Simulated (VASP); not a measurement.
# Bi2Au3S3 (R-3m) in VASP: further runs

The runs below take Bi2Au3S3 through single point, with r2SCAN, r2SCAN+U.

Everything below comes from runs of VASP 6.6.1. Logs are shortened: lines on timing, memory, paths and dates and some standing lists are left out, and cuts for length are marked.

## 1. The cell of the first run

It takes space group R-3m (No. 166, trigonal). Conventional cell: a = 5.717 Å, b = 5.717 Å, c = 19.849 Å, α = 90.00°, β = 90.00°, γ = 120.00°. Within 4.8 Å of S (site symmetry -3m) lie 6 Bi at 3.63 Å and 6 Au at 3.70 Å and 6 S at 3.72 Å. S (site symmetry 3m) has 4 S at 3.20 to 3.72 Å and 4 Bi at 3.21 to 3.31 Å and 6 Au at 3.28 Å within 4.2 Å. Au (site symmetry 2/m) has 2 Bi at 2.45 Å and 4 Au at 2.86 Å and 4 S at 3.28 Å within 3.3 Å. Bi (site symmetry 3m) has 3 Au at 2.45 Å and 4 S at 3.21 to 3.31 Å within 3.4 Å.

## 2. Single point, r2SCAN

Contents of POSCAR:

```
Bi2Au3S3
1.0
    5.7166190000      0.0000000000      0.0000000000
   -2.8583100000      4.9507420000      0.0000000000
   -2.8583100000      1.6502470000      6.6161980000
S Au Bi
3 3 2
Direct
    0.5000000000      0.5000000000      0.5000000000
    0.0807000000      0.9193000000      0.2421000000
    0.9193000000      0.0807000000      0.7579000000
    0.5000000000      0.0000000000      0.0000000000
    0.0000000000      0.5000000000      0.0000000000
    0.5000000000      0.5000000000      0.0000000000
    0.2423000000      0.7577000000      0.7269000000
    0.7577000000      0.2423000000      0.2731000000
```

Contents of INCAR.step1:

```
SYSTEM = Bi2Au3S3
PREC     = Accurate       ! precision mode
ENCUT    = 520            ! plane-wave cutoff, eV
ISMEAR   = -1             ! smearing method
SIGMA    = 0.1            ! smearing width, eV
LREAL    = .False.        ! projectors in reciprocal space
LASPH    = .True.         ! aspherical terms in the spheres
NELM     = 100            ! most SCF steps
NBANDS   = 50             ! bands
GGA      = PE             ! functional
ALGO     = Normal         ! electronic algorithm
EDIFF    = 1E-4           ! SCF threshold, eV
LWAVE    = .True.         ! write WAVECAR
LCHARG   = .False.        ! write CHGCAR
```

Contents of INCAR.step2:

```
SYSTEM = Bi2Au3S3
PREC     = Accurate       ! precision mode
ENCUT    = 520            ! plane-wave cutoff, eV
EDIFF    = 1E-7           ! SCF threshold, eV
ISMEAR   = -1             ! smearing method
SIGMA    = 0.1            ! smearing width, eV
LREAL    = .False.        ! projectors in reciprocal space
LASPH    = .True.         ! aspherical terms in the spheres
NELM     = 100            ! most SCF steps
ALGO     = Normal         ! electronic algorithm
ISIF     = 2              ! what is computed and relaxed
LWAVE    = .False.        ! write WAVECAR
LCHARG   = .False.        ! write CHGCAR
METAGGA  = R2SCAN         ! meta-GGA
LMIXTAU  = .True.       
NBANDS   = 50             ! bands
ISTART   = 1
```

Contents of KPOINTS:

```
Automatic mesh
0
Gamma
  4 4 4
  0 0 0
```

Potentials or basis: VASP PAW PBE potentials, release 64 (S, Au, Bi_d).

On the command line:

```sh
cat potpaw_PBE.64/S/POTCAR potpaw_PBE.64/Au/POTCAR potpaw_PBE.64/Bi_d/POTCAR > POTCAR
cp INCAR.step1 INCAR
mpirun -np 1 vasp_std > vasp.out
cp INCAR.step2 INCAR
mpirun -np 1 vasp_std > vasp.out
```

OUTCAR:

```text
SYSTEM = Bi2Au3S3
   PREC = Accurate
   ENCUT = 520
   EDIFF = 1E-7
   ISMEAR = -1
   LREAL = .False.
   LASPH = .True.
   NELM = 100
   ISIF = 2
   METAGGA = R2SCAN
   ISTART = 1

 ion  position               nearest neighbor table
   1  0.500  0.500  0.500-
   2  0.081  0.919  0.242-   7 3.21   8 3.31   8 3.31   8 3.31
   3  0.919  0.081  0.758-   8 3.21   7 3.31   7 3.31   7 3.31
   4  0.500  0.000  0.000-   7 2.45   8 2.45   5 2.86   5 2.86   6 2.86   6 2.86
   5  0.000  0.500  0.000-   7 2.45   8 2.45   6 2.86   6 2.86   4 2.86   4 2.86
   6  0.500  0.500  0.000-   7 2.45   8 2.45   5 2.86   5 2.86   4 2.86   4 2.86
   7  0.242  0.758  0.727-   6 2.45   5 2.45   4 2.45   2 3.21   3 3.31   3 3.31   3 3.31
   8  0.758  0.242  0.273-   6 2.45   5 2.45   4 2.45   3 3.21   2 3.31   2 3.31   2 3.31

  LATTYP: Found a trigonal (rhomboedric) cell.
 ALAT       =     7.3937356723
 COS(alpha) =     0.7011032065

  Lattice vectors:

 A1 = (  -2.8583100000,   1.6502470000,   6.6161980000)
 A2 = (   0.0000000000,  -3.3004950000,   6.6161980000)
 A3 = (   2.8583090000,   1.6502470000,   6.6161980000)

Analysis of symmetry for initial positions (statically):
=====================================================================
 Subroutine PRICEL returns:
 Original cell was already a primitive cell.

 Routine SETGRP: Setting up the symmetry group for a
 trigonal (rhombohedral) supercell.

 Subroutine GETGRP returns: Found 12 space group operations
 (whereof 12 operations were pure point group operations)
 out of a pool of 12 trial point group operations.

The static configuration has the point symmetry D_3d.

Analysis of symmetry for dynamics (positions and initial velocities):
=====================================================================
 Subroutine PRICEL returns:
 Original cell was already a primitive cell.

 Routine SETGRP: Setting up the symmetry group for a
 trigonal (rhombohedral) supercell.

 Subroutine GETGRP returns: Found 12 space group operations
 (whereof 12 operations were pure point group operations)
 out of a pool of 12 trial point group operations.

The dynamic configuration has the point symmetry D_3d.

 Subroutine INISYM returns: Found 12 space group operations
 (whereof 12 operations are pure point group operations),
 and found     1 'primitive' translations

[... 96 lines left out ...]
   EDIFFG = 0.1E-05   stopping-criterion for IOM
   NSW    =      0    number of steps for IOM
   IBRION =     -1    ionic relax: 0-MD 1-quasi-New 2-CG
   NFREE  =      0    steps in history (QN), initial steepest desc. (CG)
   ISIF   =      2    stress and relaxation
   ISYM   =      2    0-nonsym 1-usesym 2-fastsym
   POTIM  = 0.5000    time-step for ionic-motion
   TEBEG  =    0.0;   TEEND  =   0.0 temperature during run
   PSTRESS=    0.0 pullay stress
   NELECT =      81.0000    total number of electrons
   NUPDOWN=      -1.0000    fix difference up-down
   EMIN   =  10.00;   EMAX   =-10.00  energy-range for DOS
   EFERMI =   0.00;   METHOD = LEGACY
   ISMEAR =    -1;   SIGMA  =   0.10  broadening in eV -4-tet -1-fermi 0-gaus
   EFERMI_NEDOS =   21; number of points for ismear=-14 and -15
   IALGO  =     38    algorithm
   IMIX   =      4    mixing-type and parameters
     AMIX     =   0.40;   BMIX     =  1.00
     AMIX_MAG =   1.60;   BMIX_MAG =  1.00
  volume/ion in A,a.u.               =      23.41       157.95
  Fermi-wavevector in a.u.,A,eV,Ry     =   1.238123  2.339713 20.857035  1.532949
  Thomas-Fermi vector in A             =   2.372662
   LORBIT       =      0    0 simple, 1 ext, 2 COOP (PROOUT), +10 PAW based schemes
   METAGGA = R2SCAN    functional components
   LHFCALC =     F    Hartree Fock is set to
   AEXX    =    0.0000 exact exchange contribution
   IVDW    =     0    specifies the selected vdW correction
   LEPSILON=     F    determine dielectric tensor
   LRPA    =     F    only Hartree local field effects (RPA)
 non-spin polarized calculation
  energy-cutoff  :      520.00
  volume of cell :      187.25
 maximum number of plane-waves:      5089
 NGX is ok and might be reduce to    48
   NGX = 21   NGY = 21   NGZ = 27

 number of electron      81.0000000 magnetization

 Free energy of the ion-electron system (eV)
  ---------------------------------------------------
  ext. energy  EPLUGINS =         0.00000000
  ---------------------------------------------------
  free energy    TOTEN  =      -284.19433704 eV

  energy without entropy =     -283.98435326  energy(sigma->0) =     -284.08934515

 E-fermi :   5.7406     XC(G=0): -10.9568

 val. band max:        5.6876836436   @ k =   0.5000   0.5000   0.0000
 cond. band min:       5.7480637182   @ k =   0.5000   0.2500   0.0000
 fundamental gap:      0.0603800746
 Fermi energy:         5.7406304898

 k-point     1 :       0.0000    0.0000    0.0000
  band No.  band energies     occupation
      1     -18.4591      2.00000
      2     -18.4591      2.00000
      3     -18.3373      2.00000
      4     -18.3373      2.00000
      5     -18.3214      2.00000
      6     -18.2664      2.00000
[... 678 lines left out ...]
     49      12.2058      0.00000
     50      12.2058      0.00000

------------------------ aborting loop because EDIFF is reached ----------------------------------------

  FORCE on cell =-STRESS in cart. coord.  units (eV):
  Direction    XX          YY          ZZ          XY          YZ          ZX
  --------------------------------------------------------------------------------------
  -------------------------------------------------------------------------------------
  Total        8.2548393      8.2548551     32.5298534     -0.0000008     -0.0000016     -0.0000016
  in kB       70.6319458     70.6320806    278.3393776     -0.0000071     -0.0000140     -0.0000140
  external PRESSURE =     139.8678013 kB  Pullay stress =       0.0000000 kB

 VOLUME and BASIS-vectors are now :
 -----------------------------------------------------------------------------
  energy-cutoff  :      520.00
  volume of cell :      187.25
      direct lattice vectors                 reciprocal lattice vectors
     5.716619000  0.000000000  0.000000000     0.174928572  0.100994980  0.050381416
    -2.858310000  4.950742000  0.000000000     0.000000000  0.201989924 -0.050381392
    -2.858310000  1.650247000  6.616198000     0.000000000  0.000000000  0.151144207

 POSITION                                       TOTAL-FORCE (eV/Angst)
 -----------------------------------------------------------------------------------
     -0.00000      3.30049      3.30810        -0.000000     -0.000000      0.000000
     -2.85831      4.95074      1.60178        -0.000000     -0.000000      0.416310
      2.85831      1.65025      5.01442         0.000000      0.000000     -0.416310
      2.85831      0.00000      0.00000        -0.000000     -0.000000      0.000000
     -1.42915      2.47537      0.00000        -0.000000      0.000000      0.000000
      1.42915      2.47537      0.00000        -0.000000     -0.000000      0.000000
     -2.85831      4.95074      4.80931         0.000001      0.000001    -10.530883
      2.85831      1.65025      1.80688        -0.000001     -0.000001     10.530883
 -----------------------------------------------------------------------------------
    total drift:                               -0.000000     -0.000000      0.000000

  FREE ENERGIE OF THE ION-ELECTRON SYSTEM (eV)
  ---------------------------------------------------
  free  energy   TOTEN  =      -284.1943370371 eV

  energy  without entropy=     -283.9843532619  energy(sigma->0) =     -284.08934515
```

OUTCAR.step1:

```text
SYSTEM = Bi2Au3S3
   PREC = Accurate
   ENCUT = 520
   ISMEAR = -1
   LREAL = .False.
   LASPH = .True.
   NELM = 100
[... 919 lines left out ...]
      1.42915      2.47537      0.00000        -0.000000     -0.000000      0.000000
     -2.85831      4.95074      4.80931         0.000001      0.000001    -10.707711
      2.85831      1.65025      1.80688        -0.000001     -0.000001     10.707711
 -----------------------------------------------------------------------------------
    total drift:                               -0.000000     -0.000000      0.000000

  FREE ENERGIE OF THE ION-ELECTRON SYSTEM (eV)
  ---------------------------------------------------
  free  energy   TOTEN  =       -21.2287572314 eV

  energy  without entropy=      -21.0049687222  energy(sigma->0) =      -21.11686298
```

OSZICAR.step1:

```text
N       E                     dE             d eps       ncg     rms          rms(c)
DAV:   1     0.819406853549E+03    0.81941E+03   -0.38511E+04  1300   0.170E+03
DAV:   2     0.789480490915E+02   -0.74046E+03   -0.71063E+03  1332   0.436E+02
DAV:   3    -0.188658970244E+02   -0.97814E+02   -0.90573E+02  1520   0.162E+02
DAV:   4    -0.249889223878E+02   -0.61230E+01   -0.59211E+01  1414   0.404E+01
DAV:   5    -0.252398096319E+02   -0.25089E+00   -0.25043E+00  1816   0.878E+00    0.181E+01
DAV:   6    -0.221944305788E+02    0.30454E+01   -0.13976E+01  1486   0.284E+01    0.208E+01
DAV:   7    -0.215226941213E+02    0.67174E+00   -0.47437E+00  1386   0.878E+00    0.105E+01
DAV:   8    -0.218178902332E+02   -0.29520E+00   -0.21504E+00  1606   0.523E+00    0.702E+00
DAV:   9    -0.212307388929E+02    0.58715E+00   -0.11042E+00  1464   0.310E+00    0.157E+00
DAV:  10    -0.212285100992E+02    0.22288E-02   -0.11851E-01  1372   0.134E+00    0.780E-01
DAV:  11    -0.212288575369E+02   -0.34744E-03   -0.88358E-03  1528   0.554E-01    0.398E-01
DAV:  12    -0.212287414478E+02    0.11609E-03   -0.18485E-03  1484   0.301E-01    0.809E-02
DAV:  13    -0.212287572314E+02   -0.15784E-04   -0.40353E-04  1218   0.104E-01
   1 F= -.21228757E+02 E0= -.21116863E+02  d E =-.223789E+00
```

Wall time 5.1 min (1 thread of Intel Xeon 6975P-C (Granite Rapids), shared host); peak memory 0.43 GiB.

Results:

```yaml
Free_energy: -284.1943 eV
Pressure: 14.0 GPa
Largest_force: 10.531 eV/Å
Band_gap_on_the_k_mesh: zero (an odd number of electrons rules out a gap without spin polarisation)
```

Forces in eV/Å, atoms in the order of the input:
```
S     0.000   0.000   0.000
S     0.000   0.000   0.416
S     0.000   0.000  -0.416
Au    0.000   0.000   0.000
Au    0.000   0.000   0.000
Au    0.000   0.000   0.000
Bi    0.000   0.000 -10.531
Bi    0.000   0.000  10.531
```

Stress tensor (GPa, compression positive):
```
 7.06  0.00  0.00
 0.00  7.06  0.00
 0.00  0.00 27.83
```

Levels at points of the mesh, in eV from the Fermi level:
```tsv
k point	band 36	band 37	band 38	band 39	band 40	band 41	band 42	band 43	band 44	band 45
(0.00, 0.00, 0.00)	-1.91	-1.45	-1.45	-1.12	-0.18	0.35	0.60	0.60	1.23	1.23
(0.50, 0.00, 0.00)	-1.39	-1.21	-0.66	-0.28	-0.12	-0.11	0.68	0.98	1.15	1.64
(0.50, 0.50, 0.00)	-1.31	-1.28	-0.73	-0.56	-0.06	-0.05	0.39	1.01	1.27	1.48
(0.00, 0.00, 0.50)	-1.55	-1.55	-0.82	-0.82	-0.29	0.06	0.06	0.19	1.17	1.17
```

Caveat: the stress differs along the axes, from 7 to 28 GPa; the PAW data sets were made with another functional, which shifts forces and pressure a little; spin-orbit coupling is left out, which moves the levels of the heavy elements.

(Continued in part 2 of 2.)

The gap in the log of VASP goes by the Fermi energy; the results here count the filled bands.